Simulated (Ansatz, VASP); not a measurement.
# WSe2 in VASP and in Ansatz

```
CELL_PARAMETERS angstrom
1.65107 0.95325 6.57965
-1.65107 0.95325 6.57965
0.00000 -1.90650 6.57965
ATOMIC_POSITIONS crystal
W 0.99998 0.99998 0.99998
Se 0.41765 0.41765 0.41765
Se 0.24903 0.24903 0.24903
```

Alike in both runs: task single point; functional r2SCAN; k mesh 10 × 10 × 10; no spin polarisation.

|  | VASP | Ansatz |
| --- | --- | --- |
| version | VASP 6.6.1 | Ansatz 0.2.0 |
| potentials or method | VASP PAW PBE potentials, release 64 (W_sv, Se) | plane waves, PAW |
| plane-wave cutoff (eV) | 520 | 500 |
| occupations | gaussian, width 0.01 eV | fixed |
| valence electrons in the cell | 26 | 46 |

Ansatz gave:

- gap on the k mesh at the Fermi level (eV): 1.21
- pressure (GPa): 1.3
- traceless stress, the component that is largest in VASP (GPa): -0.10
- rms of the force components (eV/Å): 0.018

**Question.** Estimate VASP's values.

**Answer.** gap on the k mesh at the Fermi level (eV): 1.20; pressure (GPa): 1.6; traceless stress, the component that is largest in VASP (GPa): -0.06; rms of the force components (eV/Å): 0.003.

VASP's potentials were made for PBE, not for r2SCAN. Atom by atom the forces differ by 0.021 eV/Å (rms over components). VASP's potentials hold 26 valence electrons a cell and Ansatz's 46, so a difference there can come from the potentials and not from the codes.

Neither program's run includes spin-orbit coupling.
